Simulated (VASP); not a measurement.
Here is a VASP 6.6.1 calculation.

INCAR

```
ALGO     = Normal         # electronic algorithm
EDIFF    = 1E-6           # SCF threshold, eV
ENCUT    = 520            # plane-wave cutoff, eV
GGA      = PE             # functional
ISIF     = 2              # what is computed and relaxed
ISMEAR   = 0              # smearing method
LASPH    = T              # aspherical terms in the spheres
LCHARG   = F              # write CHGCAR
LREAL    = F              # projectors in reciprocal space
LWAVE    = F              # write WAVECAR
NBANDS   = 16             # bands
NELM     = 60             # most SCF steps
PREC     = Accurate       # precision mode
SIGMA    = 0.022          # smearing width, eV
```

The input KPOINTS:

```
k-points
0
Gamma
  7 7 6
```

The input POSCAR:

```
Se
1.0
    4.3662000000      0.0000000000      0.0000000000
   -2.1831000000      3.7812401180      0.0000000000
    0.0000000000      0.0000000000      4.9536000000
Se
3
Direct
    0.7746000000      0.7746000000      0.0000000000
    0.0000000000      0.2254000000      0.6666666667
    0.2254000000      0.0000000000      0.3333333333
```

Potentials or basis: VASP PAW PBE potentials, release 64 (Se).

Launch:

```console
$ cat potpaw_PBE.64/Se/POTCAR > POTCAR
$ mpirun -np 1 vasp_std > vasp.out
```

Task: Predict the pressure.

Result: 2.9 GPa.

Task: Estimate the largest force.

Result: 0.434 eV/Å.

Task: Estimate the band gap on the k mesh.

Result: 1.21 eV, indirect (least direct gap 1.47 eV).

Stress tensor (GPa, compression positive):
```
2.30 0.00 0.00
0.00 2.30 0.00
0.00 0.00 4.13
```

A k mesh can miss the band edges. Expect the measured gap to be larger: semilocal functionals such as PBE lack the derivative discontinuity.
